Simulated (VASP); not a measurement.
# Co (I4_1/amd) in VASP: single point with PBE

Aim: the single point of Co with PBE.

Program: VASP 6.6.1. These are calculated values, not measurements. Logs are shortened: lines on timing, memory, paths and dates and some standing lists are left out, and cuts for length are marked.

**1. The cell of the first run**

Symmetry: I4_1/amd, No. 141, tetragonal system. Conventional cell: a = 4.296 Å, b = 4.296 Å, c = 6.583 Å, α = 90.00°, β = 90.00°, γ = 90.00°. Within 3.4 Å of Co (site symmetry -4m2) lie 16 Co at 2.54 to 2.71 Å. Within 2.8 Å of Co (site symmetry 2/m) lie 12 Co at 2.15 to 2.69 Å.

**2. Single point, PBE, collinear spin, ferromagnetic start (10.12 Å³/atom)**

INCAR reads:

```
PREC = Accurate
ENCUT = 520
EDIFF = 1E-7
ISMEAR = 0
SIGMA = 0.15
LREAL = False
LASPH = True
NELM = 150
ALGO = Fast
ISIF = 2
LWAVE = False
LCHARG = True
ISPIN = 2
MAGMOM = 2.05 2.05 1.96 1.96 1.96 1.96
LORBIT = 11
LMAXMIX = 4
GGA = PE
LVHAR = True
NBANDS = 40
KPAR = 4
```

KPOINTS reads:

```
Automatic mesh
0
Gamma
  12 12 12
```

POSCAR reads:

```
Co
1.0
    0.0000000000      3.0376229031      3.2912644155
    3.0376229031      0.0000000000      3.2912644155
    3.0376229031      3.0376229031      0.0000000000
Co
6
Direct
    0.2500000000      0.2500000000      0.2500000000
    0.0000000000      0.0000000000      0.0000000000
    0.6250000000      0.6250000000      0.1250000000
    0.6250000000      0.1250000000      0.6250000000
    0.1250000000      0.6250000000      0.6250000000
    0.6250000000      0.6250000000      0.6250000000
```

Potentials or basis: VASP PAW PBE potentials, release 64 (Co).

Run with:

```console
cat potpaw_PBE.64/Co/POTCAR > POTCAR
mpirun -np 4 vasp_std > vasp.out
```

OUTCAR:

```text
PREC = Accurate
   ENCUT = 520
   EDIFF = 1E-7
   ISMEAR = 0
   LREAL = False
   LASPH = True
   NELM = 150
   ISIF = 2
   ISPIN = 2
   LORBIT = 11
   GGA = PE

 ion  position               nearest neighbor table
   1  0.250  0.250  0.250-   4 2.54   5 2.54   6 2.54   6 2.54   3 2.54   4 2.54   3 2.54   5 2.54
                             3 2.69   5 2.69   4 2.69   6 2.69   2 2.71   2 2.71   2 2.71   2 2.71
   2  0.000  0.000  0.000-   6 2.54   6 2.54   4 2.54   5 2.54   4 2.54   5 2.54   3 2.54   3 2.54
                             3 2.69   5 2.69   4 2.69   6 2.69   1 2.71   1 2.71   1 2.71   1 2.71
   3  0.625  0.625  0.125-   6 2.15   6 2.15   5 2.24   4 2.24   4 2.24   5 2.24   2 2.54   1 2.54
                             2 2.54   1 2.54   1 2.69   2 2.69
   4  0.625  0.125  0.625-   5 2.15   5 2.15   3 2.24   6 2.24   6 2.24   3 2.24   1 2.54   2 2.54
                             2 2.54   1 2.54   2 2.69   1 2.69
   5  0.125  0.625  0.625-   4 2.15   4 2.15   6 2.24   3 2.24   3 2.24   6 2.24   1 2.54   2 2.54
                             2 2.54   1 2.54   1 2.69   2 2.69
   6  0.625  0.625  0.625-   3 2.15   3 2.15   5 2.24   4 2.24   4 2.24   5 2.24   2 2.54   1 2.54
                             2 2.54   1 2.54   2 2.69   1 2.69

  LATTYP: Found a body centered tetragonal cell.
 ALAT       =     4.2958475069
 C/A-ratio  =     1.5323003948

  Lattice vectors:

 A1 = (  -3.0376229031,   0.0000000000,   3.2912644155)
 A2 = (   3.0376229031,   0.0000000000,   3.2912644155)
 A3 = (   0.0000000000,   3.0376229031,  -3.2912644155)

Analysis of symmetry for initial positions (statically):
=====================================================================
 Subroutine PRICEL returns:
 Original cell was already a primitive cell.

 Routine SETGRP: Setting up the symmetry group for a
 body centered tetragonal supercell.

 Subroutine GETGRP returns: Found 16 space group operations
 (whereof  8 operations were pure point group operations)
 out of a pool of 16 trial point group operations.

The static configuration has the point symmetry D_2d.
 The point group associated with its full space group is D_4h.

Analysis of symmetry for dynamics (positions and initial velocities):
=====================================================================
 Subroutine PRICEL returns:
 Original cell was already a primitive cell.

 Routine SETGRP: Setting up the symmetry group for a
 body centered tetragonal supercell.

 Subroutine GETGRP returns: Found 16 space group operations
 (whereof  8 operations were pure point group operations)
 out of a pool of 16 trial point group operations.

The dynamic configuration has the point symmetry D_2d.
 The point group associated with its full space group is D_4h.

Analysis of structural, dynamic, and magnetic symmetry:
=====================================================================
 Subroutine PRICEL returns:
 Original cell was already a primitive cell.

 Routine SETGRP: Setting up the symmetry group for a
 body centered tetragonal supercell.

 Subroutine GETGRP returns: Found 16 space group operations
 (whereof  8 operations were pure point group operations)
 out of a pool of 16 trial point group operations.

The overall configuration has the point symmetry D_2d.
 The point group associated with its full space group is D_4h.

 Subroutine INISYM returns: Found 16 space group operations
 (whereof  8 operations are pure point group operations),
 and found     1 'primitive' translations

----------------------------------------------------------------------------------------

                                     Primitive cell

  volume of cell :      60.7380

  direct lattice vectors                    reciprocal lattice vectors
     0.000000000  3.037622903  3.291264416    -0.164602393  0.164602393  0.151917299
     3.037622903  0.000000000  3.291264416     0.164602393 -0.164602393  0.151917299
     3.037622903  3.037622903  0.000000000     0.164602393  0.164602393 -0.151917299

  length of vectors
     4.478791618  4.478791618  4.295847507     0.277968994  0.277968994  0.277968994

  position of ions in fractional coordinates (direct lattice)
     0.250000000  0.250000000  0.250000000
     0.000000000  0.000000000  0.000000000
     0.625000000  0.625000000  0.125000000
     0.625000000  0.125000000  0.625000000
     0.125000000  0.625000000  0.625000000
     0.625000000  0.625000000  0.625000000

  ion indices of the primitive-cell ions
   primitive index   ion index
                 1           1
                 2           2
                 3           3
                 4           4
                 5           5
                 6           6

----------------------------------------------------------------------------------------

 KPOINTS: Automatic mesh

Automatic generation of k-mesh.
 Grid dimensions read from file:
 generate k-points for:   12   12   12

 Generating k-lattice:

  Cartesian coordinates                     Fractional coordinates (reciprocal lattice)
    -0.013716866  0.013716866  0.012659775     0.083333333  0.000000000  0.000000000
     0.013716866 -0.013716866  0.012659775     0.000000000  0.083333333  0.000000000
     0.013716866  0.013716866 -0.012659775     0.000000000  0.000000000  0.083333333

  Length of vectors
     0.023164083  0.023164083  0.023164083

  Shift w.r.t. Gamma in fractional coordinates (k-lattice)
     0.000000000  0.000000000  0.000000000

 Subroutine IBZKPT returns following result:
 ===========================================

 Found    163 irreducible k-points:

 Following reciprocal coordinates:
            Coordinates               Weight
  0.000000  0.000000  0.000000      1.000000
  0.083333  0.000000  0.000000      8.000000
  0.166667 -0.000000  0.000000      8.000000
  0.250000  0.000000  0.000000      8.000000
  0.333333 -0.000000  0.000000      8.000000
  0.416667  0.000000  0.000000      8.000000
[... 16 lines left out ...]
  0.500000  0.166667  0.000000      8.000000
 -0.416667  0.166667  0.000000      8.000000
 [... further k-points ...]
   k-points           NKPTS =    163   k-points in BZ     NKDIM =    163   number of bands    NBANDS=     40
   number of dos      NEDOS =    301   number of ions     NIONS =      6
   total plane-waves  NPLWV =  41472
   dimension x,y,z NGX =    36 NGY =   36 NGZ =   32
   dimension x,y,z NGXF=    72 NGYF=   72 NGZF=   64
   ions per type =               6
   NGX,Y,Z   is equivalent  to a cutoff of  13.36, 13.36, 12.38 a.u.
   NGXF,Y,Z  is equivalent  to a cutoff of  26.73, 26.73, 24.77 a.u.
 SYSTEM =  unknown system
   PREC   = accura    normal or accurate (medium, high low for compatibility)
   ISTART =      0    job   : 0-new  1-cont  2-samecut
   ICHARG =      2    charge: 1-file 2-atom 10-const
   ISPIN  =      2    spin polarized calculation?
   LNONCOLLINEAR =      F non collinear calculations
   LSORBIT =      F    spin-orbit coupling
   LASPH  =      T    aspherical Exc in radial PAW
   ENCUT  =  520.0 eV  38.22 Ry    6.18 a.u.   8.33  8.33  7.99*2*pi/ulx,y,z
   NELM   =    150;   NELMIN=  2; NELMDL= -5     # of ELM steps
   EDIFF  = 0.1E-06   stopping-criterion for ELM
   LREAL  =      F    real-space projection
   EDIFFG = 0.1E-05   stopping-criterion for IOM
   NSW    =      0    number of steps for IOM
   IBRION =     -1    ionic relax: 0-MD 1-quasi-New 2-CG
   NFREE  =      0    steps in history (QN), initial steepest desc. (CG)
   ISIF   =      2    stress and relaxation
   ISYM   =      2    0-nonsym 1-usesym 2-fastsym
   POTIM  = 0.5000    time-step for ionic-motion
   TEBEG  =    0.0;   TEEND  =   0.0 temperature during run
   PSTRESS=    0.0 pullay stress
   NELECT =      54.0000    total number of electrons
   NUPDOWN=      -1.0000    fix difference up-down
   EMIN   =  10.00;   EMAX   =-10.00  energy-range for DOS
   EFERMI =   0.00;   METHOD = LEGACY
   ISMEAR =     0;   SIGMA  =   0.15  broadening in eV -4-tet -1-fermi 0-gaus
   EFERMI_NEDOS =   21; number of points for ismear=-14 and -15
   IALGO  =     68    algorithm
   IMIX   =      4    mixing-type and parameters
     AMIX     =   0.40;   BMIX     =  1.00
     AMIX_MAG =   1.60;   BMIX_MAG =  1.00
  volume/ion in A,a.u.               =      10.12        68.31
  Fermi-wavevector in a.u.,A,eV,Ry     =   1.574173  2.974757 33.715538  2.478022
  Thomas-Fermi vector in A             =   2.675347
   LORBIT       =     11    0 simple, 1 ext, 2 COOP (PROOUT), +10 PAW based schemes
   GGA     = PE    functional components
   LHFCALC =     F    Hartree Fock is set to
   AEXX    =    0.0000 exact exchange contribution
   IVDW    =     0    specifies the selected vdW correction
   LEPSILON=     F    determine dielectric tensor
   LRPA    =     F    only Hartree local field effects (RPA)
 spin polarized calculation
 RMM-DIIS sequential band-by-band and
 Gauss-broadening in eV      SIGMA  =   0.15
  energy-cutoff  :      520.00
  volume of cell :       60.74
 maximum number of plane-waves:      1668
 NGX is ok and might be reduce to    36
   NGX = 17   NGY = 17   NGZ = 15

 number of electron      54.0000000 magnetization      11.9400000

 number of electron      53.9999990 magnetization       9.5679250

 Free energy of the ion-electron system (eV)
  ---------------------------------------------------
  ext. energy  EPLUGINS =         0.00000000
  ---------------------------------------------------
  free energy    TOTEN  =       -40.21504378 eV

  energy without entropy =      -40.13008915  energy(sigma->0) =      -40.17256647

 E-fermi :  11.6244     XC(G=0): -13.7775

 val. band max:       11.6216394898   @ k =   0.3333   0.0833   0.1667
 cond. band min:      11.6244344019   @ k =  -0.4167   0.0000   0.3333
 fundamental gap:      0.0027949121
 Fermi energy:        11.6244231069

 spin component 1

 k-point     1 :       0.0000    0.0000    0.0000
  band No.  band energies     occupation
      1       1.9274      1.00000
      2       4.6471      1.00000
      3       5.9475      1.00000
      4       6.0063      1.00000
      5       6.0063      1.00000
      6       6.4231      1.00000
[... 31 lines left out ...]
     38      18.7861      0.00000
     39      18.7861      0.00000
[... 964 lines left out ...]
     38      19.4745      0.00000
     39      21.5640      0.00000

 [... further k-points ...]

 spin component 2

 k-point     1 :       0.0000    0.0000    0.0000
  band No.  band energies     occupation
      1       1.9866      1.00000
      2       5.7126      1.00000
      3       7.0308      1.00000
      4       7.1430      1.00000
      5       7.1430      1.00000
      6       7.5744      1.00000
[... 31 lines left out ...]
     38      19.5757      0.00000
     39      19.5757      0.00000
[... 964 lines left out ...]
     38      20.2117      0.00000
     39      22.1679      0.00000

 [... further k-points ...]

 [bands above 39 left out]

------------------------ aborting loop because EDIFF is reached ----------------------------------------

  FORCE on cell =-STRESS in cart. coord.  units (eV):
  Direction    XX          YY          ZZ          XY          YZ          ZX
  --------------------------------------------------------------------------------------
  -------------------------------------------------------------------------------------
  Total       14.0950959     14.0950959      7.9436058      0.0000000      0.0000000      0.0000000
  in kB      371.8074862    371.8074862    209.5404044      0.0000000      0.0000000      0.0000000
  external PRESSURE =     317.7184590 kB  Pullay stress =       0.0000000 kB

 VOLUME and BASIS-vectors are now :
 -----------------------------------------------------------------------------
  energy-cutoff  :      520.00
  volume of cell :       60.74
      direct lattice vectors                 reciprocal lattice vectors
     0.000000000  3.037622903  3.291264416    -0.164602393  0.164602393  0.151917299
     3.037622903  0.000000000  3.291264416     0.164602393 -0.164602393  0.151917299
     3.037622903  3.037622903  0.000000000     0.164602393  0.164602393 -0.151917299

 POSITION                                       TOTAL-FORCE (eV/Angst)
 -----------------------------------------------------------------------------------
      1.51881      1.51881      1.64563         0.000000      0.000000     -0.000000
      0.00000      0.00000      0.00000        -0.000000     -0.000000     -0.000000
      2.27822      2.27822      4.11408        -0.000000     -0.000000     -0.000000
      2.27822      3.79703      2.46845        -0.000000     -0.000000      0.000000
      3.79703      2.27822      2.46845        -0.000000     -0.000000      0.000000
      3.79703      3.79703      4.11408        -0.000000     -0.000000     -0.000000
 -----------------------------------------------------------------------------------
    total drift:                                0.000000      0.000000      0.000000

  FREE ENERGIE OF THE ION-ELECTRON SYSTEM (eV)
  ---------------------------------------------------
  free  energy   TOTEN  =       -40.2150437830 eV

  energy  without entropy=      -40.1300891548  energy(sigma->0) =      -40.17256647

 total charge

# of ion       s       p       d       tot
------------------------------------------
    1        0.433   0.484   7.248   8.165
    2        0.433   0.484   7.248   8.165
    3        0.588   0.674   7.408   8.669
    4        0.588   0.674   7.408   8.669
    5        0.588   0.674   7.408   8.669
    6        0.588   0.674   7.408   8.669
--------------------------------------------------
tot          3.216   3.661  44.126  51.004

 magnetization (x)

# of ion       s       p       d       tot
------------------------------------------
    1       -0.008  -0.039   1.733   1.686
    2       -0.008  -0.039   1.733   1.686
    3       -0.011  -0.052   1.611   1.548
    4       -0.011  -0.052   1.611   1.548
    5       -0.011  -0.052   1.611   1.548
    6       -0.011  -0.052   1.611   1.548
--------------------------------------------------
tot         -0.059  -0.288   9.911   9.564
```

Wall time 6.2 min (4 MPI ranks of Intel Xeon Platinum 8259CL at 2.50GHz (Skylake/Cascade Lake), shared host); peak memory 0.61 GiB.

Results:

```yaml
Free_energy: -40.2150 eV
Pressure: 31.8 GPa
Net_moment: 9.57 μB per cell
Site_moments: Co +1.69, +1.55 (each value once) μB
Valence_electrons_inside_the_program's_atomic_spheres: Co 8.16, 8.67 (each value once)
```

Caveat: the stress differs along the axes, from 21 to 37 GPa.
